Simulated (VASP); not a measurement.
Write the native input for VASP 6.6.1 that does the following.

```
Task                   : single point
Functional             : PBE
Dispersion             : D3(BJ)
Potentials or basis    : VASP PAW PBE potentials, release 64 (Ti_sv, O_h)
Cutoff                 : 1340 eV
k mesh                 : 6 × 6 × 2
Occupations            : gaussian, width 0.1 eV
Spin                   : collinear spin
Starting moments       : [1.0, 1.0, 0.0, 0.0, 0.0, 0.0] μB
Dipole correction      : no
Further INCAR settings : ALGO = Normal; EDIFF = 1e-06; NBANDS = 37
```

The structure of TiO2 lies in POSCAR:

```
TiO2
1.0
    2.8711976731      0.0000000000      0.0000000000
   -1.4355988365      2.4865301242      0.0000000000
    0.0000000000      0.0000000000      9.4779747849
Ti O
2 4
Direct
    0.6666666667      0.3333333333      0.7500000000
    0.3333333333      0.6666666667      0.2500000000
    0.3333333333      0.6666666667      0.8684434973
    0.3333333333      0.6666666667      0.6315565027
    0.6666666667      0.3333333333      0.1315565027
    0.6666666667      0.3333333333      0.3684434973
```

These files were run (other wordings do the same):

INCAR

```
  ALGO = Normal
  EDIFF = 1E-6
  ENCUT = 1340
  GGA = PE
  GGA_COMPAT = F
  ISIF = 2
  ISMEAR = 0
  ISPIN = 2
  IVDW = 12
  LASPH = T
  LCHARG = F
  LMAXMIX = 4
  LORBIT = 11
  LREAL = F
  LWAVE = F
  MAGMOM = 1 1 0 0 0 0
  NBANDS = 37
  NELM = 200
  PREC = Accurate
  SIGMA = 0.1
```

KPOINTS

```
k-points
0
Gamma
  6 6 2
```

Potentials or basis: VASP PAW PBE potentials, release 64 (Ti_sv, O_h).

Run with:

```bash
$ cat potpaw_PBE.64/Ti_sv/POTCAR potpaw_PBE.64/O_h/POTCAR > POTCAR
$ mpirun -np 1 vasp_std > vasp.out
```

It gave:

* Pressure: 0.4 GPa
* Largest force: 0.069 eV/Å
* Band gap on the k mesh: 0.58 eV (least direct gap 1.24 eV)
* Net moment: 0.00 μB per cell
* Valence electrons inside the program's atomic spheres: Ti 10.34; O 3.36
* Dispersion energy per atom: -0.223 eV

Caveat: the k points lie up to 0.42 Å⁻¹ apart; semilocal functionals underestimate gaps, and a narrow one can read as zero.

Wall time 3.9 min on 1 thread of Intel(R) Xeon(R) Platinum 8488C (Sapphire Rapids), with other jobs on the host, peak memory 0.6 GiB.
